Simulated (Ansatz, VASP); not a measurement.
## One calculation of InSe, two programs

```
CELL_PARAMETERS angstrom
4.00585 0.00000 0.00000
-2.00293 3.46917 0.00000
0.00000 0.00000 17.00216
ATOMIC_POSITIONS crystal
In 0.33333 0.66667 0.16835
In 0.66667 0.33333 0.66835
In 0.33333 0.66667 0.33165
In 0.66667 0.33333 0.83165
Se 0.33333 0.66667 0.59313
Se 0.66667 0.33333 0.09313
Se 0.33333 0.66667 0.90687
Se 0.66667 0.33333 0.40687
```

Alike in both runs: functional PBEsol; k mesh 12 × 12 × 2; occupations gaussian, width 0.02 eV; no spin polarisation.

Ansatz relaxed the structure, and its values are those at the end. VASP's run is a single point on that final structure, the one shown.

|  | VASP | Ansatz |
| --- | --- | --- |
| version | VASP 6.6.1 | Ansatz 0.2.0 |
| potentials or method | VASP PAW PBE potentials, release 64 (In_d, Se), cutoff 520 eV | scalar-relativistic, plane waves, PAW |
| valence electrons in the cell | 76 | 116 |

```csv
,VASP,Ansatz,Ansatz less VASP
gap on the k mesh at the Fermi level (eV),0.42,0.43,+0.012
least direct gap on the mesh (eV),0.42,0.43,+0.012
pressure (GPa),0.1,0.0,-0.06
rms of the force components (eV/Å),0.011,0.000,-0.0113
```

VASP's potentials were made for PBE, not for PBEsol. VASP's potentials hold 76 valence electrons a cell and Ansatz's 116, so a difference there can come from the potentials and not from the codes.
